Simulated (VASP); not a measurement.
# Al (Im-3m) in VASP: notebook

Al is run at these levels: LDA; tasks: single point, relaxation of cell and atoms.

Everything below comes from runs of VASP 6.6.1. Logs are shortened: lines on timing, memory, paths and dates and some standing lists are left out, and cuts for length are marked.

### 1 The cell of the first run

The structure is cubic, space group Im-3m (No. 229). Conventional cell: a = 3.189 Å, b = 3.189 Å, c = 3.189 Å, α = 90.00°, β = 90.00°, γ = 90.00°. Within 3.6 Å of Al (site symmetry m-3m) lie 14 Al at 2.76 to 3.19 Å.

This isn't the form of Al at room conditions, which is fcc.

### 2 Single point, LDA

The input, INCAR:

```
ALGO = Normal
EDIFF = 1E-7
ENCUT = 520
ISIF = 2
ISMEAR = 0
LASPH = T
LCHARG = T
LELF = T
LREAL = F
LVHAR = T
LWAVE = F
NBANDS = 8
NELM = 100
PREC = Accurate
SIGMA = 0.1
```

The input, KPOINTS:

```
k-points
0
Gamma
  18 18 18
```

The input, POSCAR:

```
Al
1.0
   -1.5945736486      1.5945736486      1.5945736486
    1.5945736486     -1.5945736486      1.5945736486
    1.5945736486      1.5945736486     -1.5945736486
Al
1
Direct
    0.0000000000      0.0000000000      0.0000000000
```

Potentials or basis: VASP PAW LDA potentials, release 64 (Al).

Started as:

```console
> cat potpaw_LDA.64/Al/POTCAR > POTCAR
> mpirun -np 1 vasp_std > vasp.out
```

OUTCAR:

```text
EDIFF = 1E-7
   ENCUT = 520
   ISIF = 2
   ISMEAR = 0
   LASPH = T
   LREAL = F
   NELM = 100
   PREC = Accurate

 ion  position               nearest neighbor table
   1  0.000  0.000  0.000-

  LATTYP: Found a body centered cubic cell.
 ALAT       =     3.1891472972

  Lattice vectors:

 A1 = (  -1.5945736486,   1.5945736486,   1.5945736486)
 A2 = (   1.5945736486,  -1.5945736486,   1.5945736486)
 A3 = (   1.5945736486,   1.5945736486,  -1.5945736486)

Analysis of symmetry for initial positions (statically):
=====================================================================
 Subroutine PRICEL returns:
 Original cell was already a primitive cell.

 Routine SETGRP: Setting up the symmetry group for a
 body centered cubic supercell.

 Subroutine GETGRP returns: Found 48 space group operations
 (whereof 48 operations were pure point group operations)
 out of a pool of 48 trial point group operations.

The static configuration has the point symmetry O_h .

Analysis of symmetry for dynamics (positions and initial velocities):
=====================================================================
 Subroutine PRICEL returns:
 Original cell was already a primitive cell.

 Routine SETGRP: Setting up the symmetry group for a
 body centered cubic supercell.

 Subroutine GETGRP returns: Found 48 space group operations
 (whereof 48 operations were pure point group operations)
 out of a pool of 48 trial point group operations.

The dynamic configuration has the point symmetry O_h .

 Subroutine INISYM returns: Found 48 space group operations
 (whereof 48 operations are pure point group operations),
 and found     1 'primitive' translations

----------------------------------------------------------------------------------------

                                     Primitive cell

  volume of cell :      16.2179

  direct lattice vectors                    reciprocal lattice vectors
    -1.594573649  1.594573649  1.594573649     0.000000000  0.313563441  0.313563441
     1.594573649 -1.594573649  1.594573649     0.313563441  0.000000000  0.313563441
     1.594573649  1.594573649 -1.594573649     0.313563441  0.313563441  0.000000000

  length of vectors
     2.761882576  2.761882576  2.761882576     0.443445671  0.443445671  0.443445671

  position of ions in fractional coordinates (direct lattice)
     0.000000000  0.000000000  0.000000000

  ion indices of the primitive-cell ions
   primitive index   ion index
                 1           1

[... 68 lines left out ...]
   LASPH  =      T    aspherical Exc in radial PAW
   ENCUT  =  520.0 eV  38.22 Ry    6.18 a.u.   5.14  5.14  5.14*2*pi/ulx,y,z
   NELM   =    100;   NELMIN=  2; NELMDL= -5     # of ELM steps
   EDIFF  = 0.1E-06   stopping-criterion for ELM
   LREAL  =      F    real-space projection
   EDIFFG = 0.1E-05   stopping-criterion for IOM
   NSW    =      0    number of steps for IOM
   IBRION =     -1    ionic relax: 0-MD 1-quasi-New 2-CG
   NFREE  =      0    steps in history (QN), initial steepest desc. (CG)
   ISIF   =      2    stress and relaxation
   ISYM   =      2    0-nonsym 1-usesym 2-fastsym
   POTIM  = 0.5000    time-step for ionic-motion
   TEBEG  =    0.0;   TEEND  =   0.0 temperature during run
   PSTRESS=    0.0 pullay stress
   NELECT =       3.0000    total number of electrons
   NUPDOWN=      -1.0000    fix difference up-down
   EMIN   =  10.00;   EMAX   =-10.00  energy-range for DOS
   EFERMI =   0.00;   METHOD = LEGACY
   ISMEAR =     0;   SIGMA  =   0.10  broadening in eV -4-tet -1-fermi 0-gaus
   EFERMI_NEDOS =   21; number of points for ismear=-14 and -15
   IALGO  =     38    algorithm
   IMIX   =      4    mixing-type and parameters
     AMIX     =   0.40;   BMIX     =  1.00
     AMIX_MAG =   1.60;   BMIX_MAG =  1.00
  volume/ion in A,a.u.               =      16.22       109.44
  Fermi-wavevector in a.u.,A,eV,Ry     =   0.932790  1.762718 11.838397  0.870098
  Thomas-Fermi vector in A             =   2.059425
   LORBIT       =      0    0 simple, 1 ext, 2 COOP (PROOUT), +10 PAW based schemes
   GGA     = CA    functional components
   LHFCALC =     F    Hartree Fock is set to
   AEXX    =    0.0000 exact exchange contribution
   IVDW    =     0    specifies the selected vdW correction
   LEPSILON=     F    determine dielectric tensor
   LRPA    =     F    only Hartree local field effects (RPA)
 non-spin polarized calculation
 Gauss-broadening in eV      SIGMA  =   0.10
  energy-cutoff  :      520.00
  volume of cell :       16.22
 maximum number of plane-waves:       466
 NGX is ok and might be reduce to    24
   NGX = 11   NGY = 11   NGZ = 11

 number of electron       3.0000000 magnetization

 Free energy of the ion-electron system (eV)
  ---------------------------------------------------
  ext. energy  EPLUGINS =         0.00000000
  ---------------------------------------------------
  free energy    TOTEN  =        -4.09388495 eV

  energy without entropy =       -4.09220451  energy(sigma->0) =       -4.09304473

 E-fermi :   7.9833     XC(G=0): -10.4111

 val. band max:        7.9403381707   @ k =  -0.3889  -0.4444   0.2222
 cond. band min:       7.9862092133   @ k =   0.2778   0.1667   0.0556
 fundamental gap:      0.0458710426
 Fermi energy:         7.9833329093

 k-point     1 :       0.0000    0.0000    0.0000
  band No.  band energies     occupation
      1      -3.2428      2.00000
      2      21.2700      0.00000
      3      21.2700      0.00000
      4      21.2700      0.00000
      5      22.6520      0.00000
      6      22.6520      0.00000
      7      22.6520      0.00000
      8      24.3901      0.00000
[... 243 lines left out ...]
 k-point    24 :       0.3889    0.1111   -0.0000
  band No.  band energies     occupation
      1       2.6341      2.00000
      2       5.7433      2.00000
      3      13.1336      0.00000
      4      16.0342      0.00000
      5      19.5171      0.00000
      6      22.1896      0.00000
      7      26.7211      0.00000
      8      29.1139      0.00000

 [... further k-points ...]
[... 5 lines left out ...]
  --------------------------------------------------------------------------------------
  -------------------------------------------------------------------------------------
  Total        0.0097262      0.0097262      0.0097262      0.0000000      0.0000000     -0.0000000
  in kB        0.9608626      0.9608626      0.9608626      0.0000000      0.0000000     -0.0000000
  external PRESSURE =       0.9608626 kB  Pullay stress =       0.0000000 kB

 VOLUME and BASIS-vectors are now :
 -----------------------------------------------------------------------------
  energy-cutoff  :      520.00
  volume of cell :       16.22
      direct lattice vectors                 reciprocal lattice vectors
    -1.594573649  1.594573649  1.594573649     0.000000000  0.313563441  0.313563441
     1.594573649 -1.594573649  1.594573649     0.313563441  0.000000000  0.313563441
     1.594573649  1.594573649 -1.594573649     0.313563441  0.313563441  0.000000000

 POSITION                                       TOTAL-FORCE (eV/Angst)
 -----------------------------------------------------------------------------------
      0.00000      0.00000      0.00000        -0.000000      0.000000      0.000000
 -----------------------------------------------------------------------------------
    total drift:                                0.000000      0.000000      0.000000

  FREE ENERGIE OF THE ION-ELECTRON SYSTEM (eV)
  ---------------------------------------------------
  free  energy   TOTEN  =        -4.0938849549 eV

  energy  without entropy=       -4.0922045068  energy(sigma->0) =       -4.09304473
```

Wall time 22 s (1 thread of Intel Xeon 8259CL, shared host); peak memory 0.13 GiB.

What came out:

| Property | Result |
| --- | --- |
| Free energy | -4.0939 eV |
| Pressure | 0.1 GPa |
| Band gap on the k mesh | zero (an odd number of electrons rules out a gap without spin polarisation) |

Levels at points of the mesh, in eV from the Fermi level:
| k point | band 1 | band 2 | band 3 | band 4 | band 5 |
| --- | --- | --- | --- | --- | --- |
| (0.00, 0.00, 0.00) | -11.23 | 13.29 | 13.29 | 13.29 | 14.67 |
| (0.50, 0.00, 0.00) | -4.35 | -3.90 | 8.16 | 8.31 | 10.04 |
| (0.50, 0.50, 0.50) | 1.86 | 1.86 | 1.86 | 3.02 | 3.02 |

### 3 Single point, LDA

The input, INCAR:

```
SYSTEM = Al
PREC = Accurate
ENCUT = 520
EDIFF = 1E-6
ISMEAR = 0
SIGMA = 0.15
LREAL = .False.
LASPH = .True.
NELM = 80
ALGO = Fast
ISIF = 2
LWAVE = .False.
LCHARG = .False.
NBANDS = 8
```

The input, KPOINTS:

```
regular mesh
0
Gamma
  20 20 20
  0 0 0
```

POSCAR is that of step 2.

Potentials or basis: VASP PAW LDA potentials, release 64 (Al).

Started as:

```console
> cat potpaw_LDA.64/Al/POTCAR > POTCAR
> mpirun -np 1 vasp_std > vasp.out
```

It took 29 s on 1 thread of Intel Xeon 8259CL, shared host; peak memory 0.14 GiB.

It converged, with:

```yaml
Free_energy: -4.0931 eV
Pressure: 0.0 GPa
Band_gap_on_the_k_mesh: zero (an odd number of electrons rules out a gap without spin polarisation)
```

Levels at points of the mesh, in eV from the Fermi level:
```tsv
k point	band 1	band 2	band 3	band 4
(0.00, 0.00, 0.00)	-11.22	13.29	13.29	13.29
(0.50, 0.00, 0.00)	-4.35	-3.90	8.16	8.31
(0.50, 0.50, 0.50)	1.86	1.86	1.86	3.02
```

### 4 Single point, LDA

The input, INCAR:

```
PREC     = Accurate       # precision mode
ENCUT    = 520            # plane-wave cutoff, eV
EDIFF    = 1E-6           # SCF threshold, eV
ISMEAR   = 0              # smearing method
SIGMA    = 0.15           # smearing width, eV
LREAL    = F              # projectors in reciprocal space
LASPH    = T              # aspherical terms in the spheres
NELM     = 100            # most SCF steps
ALGO     = Fast           # electronic algorithm
ISIF     = 2              # what is computed and relaxed
LWAVE    = F              # write WAVECAR
LCHARG   = T              # write CHGCAR
LELF     = T              # ELF
LVHAR    = T            
NBANDS   = 8              # bands
```

The input, KPOINTS:

```
regular mesh
0
Gamma
  22 22 22
```

POSCAR is that of step 3.

Started as:

```console
> cat potpaw_LDA.64/Al/POTCAR > POTCAR
> mpirun -np 1 vasp_std > vasp.out
```

It took 41 s on 1 thread of Intel Xeon 8259CL, shared host; peak memory 0.15 GiB.

It converged, with:

```yaml
Free_energy: -4.0946 eV
Pressure: 0.0 GPa
Band_gap_on_the_k_mesh: zero (an odd number of electrons rules out a gap without spin polarisation)
```

Levels at points of the mesh, in eV from the Fermi level:
```tsv
k point	band 1	band 2	band 3	band 4
(0.00, 0.00, 0.00)	-11.23	13.28	13.28	13.28
(0.50, 0.00, 0.00)	-4.36	-3.91	8.15	8.30
(0.50, 0.50, 0.50)	1.85	1.85	1.85	3.01
```

### 5 Relaxation of cell and atoms, LDA

This run uses another cell than the first one, of 16.12 Å³/atom.

The input, INCAR:

```
ALGO = Fast ; EDIFF = 1E-6
EDIFFG = -0.005 ; ENCUT = 600
IBRION = 2 ; ISIF = 3
ISMEAR = 0 ; LASPH = T
LCHARG = F ; LREAL = F
LWAVE = F ; NELM = 60
NSW = 100 ; PREC = Accurate
SIGMA = 0.1
```

The input, KPOINTS:

```
k-points
0
Gamma
  18 18 18
```

The input, POSCAR:

```
Al
1.0
   -1.5912186900      1.5912186900      1.5912186900
    1.5912186900     -1.5912186900      1.5912186900
    1.5912186900      1.5912186900     -1.5912186900
Al
1
Direct
    0.0000000000      0.0000000000      0.0000000000
```

Started as:

```console
> cat potpaw_LDA.64/Al/POTCAR > POTCAR
> mpirun -np 1 vasp_std > vasp.out
```

Wall time 23 s (1 thread of Intel Xeon 8259CL, shared host); peak memory 0.13 GiB.

The run converged. Its results:

```yaml
Free_energy: -4.0939 eV
Relaxed_volume: 16.24 Å³/atom
Relaxed_cell: a = 2.763 Å, b = 2.763 Å, c = 2.763 Å, α = 109.47°, β = 109.47°, γ = 109.47°
Space_group_after_relaxing_to_0.1_Å: Im-3m (No. 229)
Energy_gained_by_relaxing: 0.2 meV/atom
Ionic_steps: 3
Pressure_after_relaxing: 0.0 GPa
Band_gap_on_the_k_mesh: zero (an odd number of electrons rules out a gap without spin polarisation)
```

The path:
| step | energy change (eV) | largest force (eV/Å) | pressure (GPa) | volume (Å³) |
| --- | --- | --- | --- | --- |
| 1 | 0.0000 | 0.0000 | 0.58 | 16.12 |
| 2 | -0.0002 | 0.0000 | -0.06 | 16.25 |
| 3 | -0.0002 | 0.0000 | -0.01 | 16.24 |

Final structure:
```
Al
1.0
    -1.59526    1.59526    1.59526
     1.59526   -1.59526    1.59526
     1.59526    1.59526   -1.59526
Al
1
Direct
  0.00000 0.00000 0.00000
```

Levels at points of the mesh, in eV from the Fermi level:
```
           k point  band 1  band 2  band 3  band 4
(0.00, 0.00, 0.00)  -11.22   13.28   13.28   13.28
(0.50, 0.00, 0.00)   -4.35   -3.90    8.15    8.31
(0.50, 0.50, 0.50)    1.86    1.86    1.86    3.02
```

### 6 Overview

| task | cell | k mesh | cutoff (eV) | smearing | gap on the mesh (eV) | pressure (GPa) |
| --- | --- | --- | --- | --- | --- | --- |
| single point | a = 2.762 Å, angles 109.5°, 1 atom | 18 × 18 × 18 | 520 | gaussian 0.1 eV | none | 0.1 |
| single point | a = 2.762 Å, angles 109.5°, 1 atom | 20 × 20 × 20 | 520 | gaussian 0.15 eV | none | 0.0 |
| single point | a = 2.762 Å, angles 109.5°, 1 atom | 22 × 22 × 22 | 520 | gaussian 0.15 eV | none | 0.0 |
| relaxation of cell and atoms | relaxed from a = 2.756 Å, angles 109.5°, 1 atom | 18 × 18 × 18 | 600 | gaussian 0.1 eV | none | 0.0 |

Alike in all rows: level LDA; potentials or basis VASP PAW LDA potentials, release 64 (Al); no spin polarisation.

Total energies depend on the potentials used, so only differences within one code and one set of settings carry meaning.
